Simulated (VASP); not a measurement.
Write the native input for VASP 6.6.1 that does the following.

| Quantity | Value |
| --- | --- |
| Task | single point |
| Functional | LDA |
| Potentials or basis | VASP PAW LDA potentials, release 64 (Re) |
| Cutoff | 520 eV |
| k mesh | 9 × 9 × 5 |
| Occupations | fermi-dirac, width 0.05 eV |
| Spin | no spin polarisation |
| Dipole correction | no |
| Further INCAR settings | ALGO = Normal; EDIFF = 1e-06; NBANDS = 14 |

The structure of Re lies in POSCAR:

```
Re
1.0
    2.7608000000      0.0000000000      0.0000000000
   -1.3804000000      2.3909229348      0.0000000000
    0.0000000000      0.0000000000      4.4582000000
Re
2
Direct
    0.4462803555      0.7812531190      0.2500000000
    0.8870531122      0.2187469083      0.7500000000
```

One way to write it, as run:

INCAR

```
SYSTEM = Re
ALGO = Normal
EDIFF = 1E-6
ENCUT = 520
GGA_COMPAT = .FALSE.
ISIF = 2
ISMEAR = -1
LASPH = .TRUE.
LCHARG = .FALSE.
LREAL = .FALSE.
LWAVE = .FALSE.
NBANDS = 14
NELM = 120
PREC = Accurate
SIGMA = 0.05
```

KPOINTS

```
k-points
0
G
  9 9 5
  0 0 0
```

Potentials or basis: VASP PAW LDA potentials, release 64 (Re).

Command:

```console
$ cat potpaw_LDA.64/Re/POTCAR > POTCAR
$ mpirun -np 1 vasp_std > vasp.out
```

It gave:

```
Pressure               : 0.8 GPa
Largest force          : 0.176 eV/Å
Band gap on the k mesh : zero (bands 7 and 8 overlap by 3.74 eV)
```

Caveat: the stress differs along the axes, from -11 to 8 GPa; spin-orbit coupling is left out, which moves the levels of the heavy elements.

Run time: 51 s on 1 thread of Intel Xeon 8259CL, with other jobs on the host, peak memory 0.17 GiB.
